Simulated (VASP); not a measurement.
# BiPb2: relaxation of cell and atoms with PBE

Crystal: BiPb2.

```
Bi Pb
1.0
     6.73271    0.00000    0.00000
     0.00000    6.73271    0.00000
     0.00000    0.00000    4.33654
Bi Pb
2 4
Direct
  0.00000 0.00000 0.00000
  0.50000 0.50000 0.50000
  0.30600 0.30600 0.00000
  0.19400 0.80600 0.50000
  0.69400 0.69400 0.00000
  0.80600 0.19400 0.50000
```

```json
{
 "Program": "VASP 6.6.1",
 "Task": "relaxation of cell and atoms",
 "Functional": "PBE",
 "Potentials or basis": "VASP PAW PBE potentials, release 64 (Bi_d, Pb_d)",
 "Cutoff": "600 eV",
 "k mesh": "4 × 4 × 4",
 "Occupations": "gaussian, width 0.1 eV",
 "Spin": "no spin polarisation",
 "Dipole correction": "no",
 "Further INCAR settings": "ALGO = Fast; EDIFF = 1e-07; IBRION = 2; EDIFFG = -0.04; NSW = 90; ISIF = 3"
}
```

```yaml
Relaxed_volume: 44.28 Å³/atom
Relaxed_cell: a = 7.503 Å, b = 7.503 Å, c = 4.719 Å, α = 90.00°, β = 90.00°, γ = 90.00°
Space_group_after_relaxing_to_0.1_Å: P4_2/mnm (No. 136)
Energy_gained_by_relaxing: 450.7 meV/atom
Ionic_steps: 12
Pressure_after_relaxing: 0.0 GPa
Largest_force_after_relaxing: 0.022 eV/Å
Band_gap_on_the_k_mesh: zero (bands 43 and 44 overlap by 1.22 eV)
```

Forces in eV/Å, atoms in the order of the input:
```
Bi   0.000  0.000  0.000
Bi   0.000  0.000  0.000
Pb  -0.015 -0.015  0.000
Pb   0.015 -0.015  0.000
Pb   0.015  0.015  0.000
Pb  -0.015  0.015  0.000
```

The path:
| step | energy change (eV) | largest force (eV/Å) | pressure (GPa) | volume (Å³) |
| --- | --- | --- | --- | --- |
| 1 | 0.0000 | 1.2067 | 15.50 | 196.57 |
| 2 | -2.3696 | 0.1113 | -2.52 | 301.10 |
| 3 | -2.6920 | 0.0058 | 0.15 | 264.39 |
| 4 | -2.6925 | 0.0030 | 0.00 | 265.89 |
| 5 | -2.6945 | 0.0092 | -0.02 | 266.14 |
| 6 | -2.6987 | 0.0432 | -0.07 | 266.87 |
| 7 | -2.6970 | 0.1072 | -0.13 | 268.21 |
| 8 | -2.6997 | 0.0673 | -0.10 | 267.38 |
| 9 | -2.7015 | 0.0655 | 0.07 | 265.70 |
| 10 | -2.7016 | 0.0645 | 0.13 | 265.15 |
| 11 | -2.7030 | 0.0480 | 0.09 | 265.35 |
| 12 | -2.7044 | 0.0217 | 0.04 | 265.68 |

Final structure:
```
Bi Pb
1.0
     7.50309    0.00000    0.00000
     0.00000    7.50309    0.00000
     0.00000    0.00000    4.71928
Bi Pb
2 4
Direct
  0.00000 0.00000 0.00000
  0.50000 0.50000 0.50000
  0.29927 0.29927 0.00000
  0.20073 0.79927 0.50000
  0.70073 0.70073 0.00000
  0.79927 0.20073 0.50000
```

Levels at points of the mesh, in eV from the Fermi level:
```tsv
k point	band 41	band 42	band 43	band 44	band 45	band 46
(0.00, 0.00, 0.00)	-1.06	0.32	0.43	0.62	0.62	1.09
(0.50, 0.00, 0.00)	-1.01	-1.01	-0.31	-0.31	1.30	1.30
(0.50, 0.50, 0.00)	-0.70	-0.70	0.40	0.40	0.43	0.43
(0.00, 0.00, 0.50)	-1.84	-1.84	-0.28	-0.28	0.08	0.08
(0.50, 0.00, 0.50)	-0.98	-0.98	0.63	0.63	0.70	0.70
(0.50, 0.50, 0.50)	-1.75	-1.75	0.28	0.28	0.52	0.52
```

Wall time 22 min on 1 thread of Intel(R) Xeon(R) 6975P-C (Granite Rapids), on a shared host, peak memory 0.46 GiB.

Caveat: the k points lie up to 0.33 Å⁻¹ apart in the final cell, too coarse for converged energies and pressures of a metal; the volume moved by over 15 % at a fixed basis, so the end points are rough; spin-orbit coupling is left out, which moves the levels of the heavy elements.
